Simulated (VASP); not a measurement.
# H8C2O in VASP: a series of runs, part 2 of 2

VASP 6.6.1.

## (4) Single point, PBE+D3(BJ)

This run uses another cell than the first one, of 9.96 Å³/atom.

The input, INCAR:

```
PREC = Accurate ; ENCUT = 520
EDIFF = 1E-7 ; ISMEAR = -1
SIGMA = 0.05 ; LREAL = Auto
LASPH = T ; NELM = 80
ALGO = Normal ; ISIF = 2
LWAVE = F ; LCHARG = T
GGA = PE ; IVDW = 12
LELF = T ; LVHAR = T
NBANDS = 55
```

The input, KPOINTS:

```
regular mesh
0
Gamma
  1 1 1
```

The input, POSCAR:

```
H8C2O
1.0
    6.9762260000     -0.4691650000     -0.4133580000
   -0.4691650000      7.0035700000      0.8453690000
   -0.4133580000      0.8453690000      6.8751540000
H C O
24 6 3
Direct
   -0.2403672027      1.0414492321      0.3752982694
   -0.2536781226      1.0263962080      0.4919099387
    1.3453130930      0.5955298088      0.6447351566
    1.2523429372      0.5560824722      0.5804482472
    0.0922541340      0.9098035898      0.8327834160
    0.0895554716      0.7998628112      0.8544447507
    0.3759758869      0.0309560631      0.6676277134
    0.5479440243      0.3406490122      0.7556664085
    0.6006541801      0.2608316076      0.5361605362
    0.9032786594      0.3517965108      0.7454203347
    0.8009426448      0.1937332959      0.9661456205
    0.8658529208      0.0856140421      0.7712891630
    0.4376579882      0.8101669270     -0.0495960635
    0.7195898194      0.8388416886      0.1119273036
    0.7384135281      0.6390058122     -0.0088531203
    0.8566836881      0.5972715209      0.3534469522
    0.6176803279      0.6142255317      0.4028092871
    0.6745110515      0.4125538931      0.3021247622
    0.2676899501      0.5201983316      0.1357340125
    0.4136662751      0.2320719321      0.2062362308
    0.2741306585      0.2379948185     -0.0149057521
    0.2254580764     -0.0951682085      0.2842477642
    0.1510213397      0.0671063439      0.4138665485
    0.0003825881      0.0000128945      0.1910280476
    0.8127416565      0.2081447744      0.8053920139
    0.6050522036      0.2170666457      0.7101370756
    0.6988292216      0.5638172874      0.3054670474
    0.6608255503      0.6917500697      0.1002120772
    0.1535153757      0.0415700124      0.2614072076
    0.2614457020      0.2301420850      0.1493371186
    0.4937832002      0.0244075110      0.7581613274
    0.4485688579      0.6865593958      0.0573548601
    0.1827231348      0.3968543806      0.1969907407
```

Run with:

```console
$ cat potpaw_PBE.64/H/POTCAR potpaw_PBE.64/C/POTCAR potpaw_PBE.64/O/POTCAR > POTCAR
$ mpirun -np 1 vasp_gam > vasp.out
```

Wall time 28 s (1 thread of Intel Xeon 6975P-C (Granite Rapids), shared host); peak memory 0.35 GiB.

Results (log left out):

```
Free energy                : -161.7637 eV
Pressure                   : -2.4 GPa
Largest force              : 2.318 eV/Å
Band gap on the k mesh     : 5.26 eV
Dispersion energy per atom : -0.037 eV
```

Forces on the atoms (eV/Å):
```
H   -0.221 -0.017  1.345
H    0.187 -0.107 -1.428
H   -1.006 -0.405 -0.641
H    0.942  0.445  0.614
H    0.006 -0.062  0.018
H   -0.004 -0.001 -0.035
H   -0.077 -0.025 -0.068
H   -0.182 -1.052 -0.249
H   -0.067 -0.206  2.004
H   -0.503 -0.942  0.339
H    0.679 -0.243 -0.215
H    0.631 -0.502  0.101
H   -0.207 -0.514  0.394
H    0.137  0.581 -0.454
H   -0.910  0.644  0.404
H   -0.545 -0.290 -0.088
H   -0.357 -0.359  0.511
H   -0.345 -0.932  0.147
H   -0.342 -0.946  0.381
H    0.479  0.080  0.429
H   -0.921  0.311  0.821
H    0.062  0.758 -0.258
H   -0.478 -0.302 -0.440
H    1.182  0.712  0.743
C   -0.904  1.325  0.093
C    0.091  1.087 -2.045
C    1.682  1.354 -0.109
C   -0.389 -0.987  0.031
C   -0.673 -0.818  0.022
C   -0.203  0.632 -0.248
O    0.001  0.519  0.329
O    1.382  1.021 -1.119
O    0.875 -0.760 -1.327
```

Stress tensor (GPa, compression positive):
```
-2.10 -0.53  0.70
-0.53 -2.31 -1.72
 0.70 -1.72 -2.71
```

Levels at points of the mesh, in eV from the valence-band top:
| k point | band 31 | band 32 | band 33 | band 34 | band 35 | band 36 |
| --- | --- | --- | --- | --- | --- | --- |
| (0.00, 0.00, 0.00) | -1.07 | -0.82 | 0.00 | 5.26 | 5.62 | 5.85 |

Caveat: the k points lie up to 0.94 Å⁻¹ apart; the atoms stand as in a frame of molecular dynamics.

## (5) Single point, PBE+D3(BJ)

This run uses another cell than the first one, of 11.11 Å³/atom.

The input, INCAR:

```
SYSTEM = H8C2O
PREC = Accurate
ENCUT = 520
EDIFF = 1E-6
ISMEAR = -1
SIGMA = 0.05
LREAL = Auto
LASPH = .TRUE.
NELM = 100
ALGO = Normal
ISIF = 2
LWAVE = .FALSE.
LCHARG = .TRUE.
GGA = PE
IVDW = 12
LELF = .TRUE.
LVHAR = .TRUE.
NBANDS = 55
```

The input, KPOINTS:

```
Automatic mesh
0
G
  1 1 1
  0 0 0
```

The input, POSCAR:

```
H8C2O
1.0
    7.1077750000     -0.9010510000     -0.6114160000
   -0.9010510000      7.4208040000      1.0932450000
   -0.6114160000      1.0932450000      7.2529090000
H C O
24 6 3
Direct
   -0.2808115991      1.0316973741      0.3567822648
   -0.3353212558      0.9286769070      0.3914302294
    1.3119401468      0.6256359854      0.5694084655
    1.3528839842      0.6595111817      0.4820641776
    0.1561227879      0.9239503052      0.8688999020
    0.0784119509      0.8438284214      0.9085500892
    0.5359545335     -0.0452035086      0.6635006294
    0.4794931599      0.2350193645      0.8080669487
    0.5370064025      0.2736335733      0.5728716258
    0.8584454813      0.3614699788      0.7744881475
    0.7964056382      0.1508769831      0.9597789855
    0.8582243871      0.1425480023      0.7335804477
    0.4760273599      0.8037846573     -0.0378720888
    0.7816974833      0.8500870048      0.0964287544
    0.7562829332      0.6648484924     -0.0207280698
    0.9165757198      0.5470764344      0.2809383771
    0.7803447176      0.6174643328      0.4186148553
    0.6736176796      0.4360569115      0.2975280110
    0.2791790273      0.4832420664      0.1367578928
    0.3987145548      0.2418970779      0.1190870708
    0.1501173478      0.2016303611     -0.0035637061
    0.2134693686     -0.0890563443      0.2504621236
    0.2596273272      0.0462389182      0.4283646514
    0.0227212679      0.0082595045      0.2818955104
    0.7817745090      0.2105062539      0.8033817236
    0.5716401561      0.1860818545      0.7334128804
    0.7712836568      0.5768444855      0.2853121167
    0.7075059495      0.7063223140      0.1026480712
    0.1837808167      0.0312048917      0.2915453565
    0.2407329892      0.2161843246      0.1421009928
    0.4609885189     -0.0083187788      0.7353394644
    0.4922468676      0.6860784131      0.0647486155
    0.2003656925      0.3634223455      0.2070475623
```

Run with:

```console
$ cat potpaw_PBE.64/H/POTCAR potpaw_PBE.64/C/POTCAR potpaw_PBE.64/O/POTCAR > POTCAR
$ mpirun -np 1 vasp_gam > vasp.out
```

Run time: 28 s. Hardware: 1 thread of Intel Xeon 6975P-C (Granite Rapids), shared host; peak memory 0.36 GiB.

Results (log left out):

```yaml
Free_energy: -161.9626 eV
Pressure: -1.6 GPa
Largest_force: 4.023 eV/Å
Band_gap_on_the_k_mesh: 5.24 eV
Dispersion_energy_per_atom: -0.033 eV
```

Forces in eV/Å, atoms in the order of the input:
```
H   -0.178 -0.352  0.142
H    0.134  0.377 -0.121
H   -0.759 -0.292  1.582
H    0.788  0.237 -1.567
H    0.218  0.196 -0.173
H   -0.285 -0.247  0.143
H    0.275 -0.873 -0.693
H    0.848 -0.188  0.023
H    0.738 -0.686  1.635
H   -0.362 -0.194  0.009
H    0.399 -0.097 -0.048
H   -0.233  0.064  0.290
H   -0.212 -0.347  0.063
H   -0.035  0.883 -0.074
H   -0.731  0.789  1.294
H   -0.705  0.540  0.080
H   -0.228  0.229 -0.104
H   -0.039  0.096  0.210
H   -0.012 -0.024  0.283
H   -0.818  0.242  0.270
H    0.769  0.496  1.223
H   -0.058  0.499  0.396
H   -0.046 -0.221  0.735
H    0.563 -0.155  0.623
C    0.545 -0.075  0.274
C   -2.944  1.389 -2.364
C    0.814 -1.697  0.504
C   -0.546 -1.273 -2.295
C   -0.706 -0.370 -1.496
C   -0.021 -0.194 -1.198
O    0.806  0.776  0.899
O    1.555  0.648  0.247
O    0.468 -0.175 -0.791
```

Stress tensor (GPa, compression positive):
```
-3.12  0.13 -0.19
 0.13 -0.26 -1.08
-0.19 -1.08 -1.34
```

Levels at points of the mesh, in eV from the valence-band top:
| k point | band 30 | band 31 | band 32 | band 33 | band 34 | band 35 | band 36 | band 37 |
| --- | --- | --- | --- | --- | --- | --- | --- | --- |
| (0.00, 0.00, 0.00) | -1.62 | -0.98 | -0.46 | 0.00 | 5.24 | 5.62 | 6.04 | 6.18 |

Caveat: the k points lie up to 0.91 Å⁻¹ apart; the atoms stand as in a frame of molecular dynamics.

## (6) Summary

| cell | gap on the mesh (eV) | pressure (GPa) | largest force (eV/Å) |
| --- | --- | --- | --- |
| a = 6.730 Å, 33 atoms, atomic positions A | 5.44 | -0.2 | 0.34 |
| a = 6.855, b = 6.966, c = 6.605 Å, angles 86.9, 93.0, 92.7°, 33 atoms, atomic positions B | 5.40 | -2.2 | 3.01 |
| a = 7.004, b = 7.070, c = 6.939 Å, angles 75.9, 97.2, 98.0°, 33 atoms, atomic positions C | 5.26 | -2.4 | 2.32 |
| a = 7.191, b = 7.555, c = 7.360 Å, angles 72.6, 100.6, 104.7°, 33 atoms, atomic positions D | 5.24 | -1.6 | 4.02 |

Alike in all rows: task single point; level PBE+D3(BJ); potentials or basis VASP PAW PBE potentials, release 64 (H, C, O); no spin polarisation; k mesh 1 × 1 × 1; cutoff (eV) 520; smearing fermi-dirac 0.05 eV.

Caveats: all runs use coarse meshes; the atoms stand as in a frame of molecular dynamics (at least some runs).

Total energies depend on the potentials used, so only differences within one code and one set of settings carry meaning.
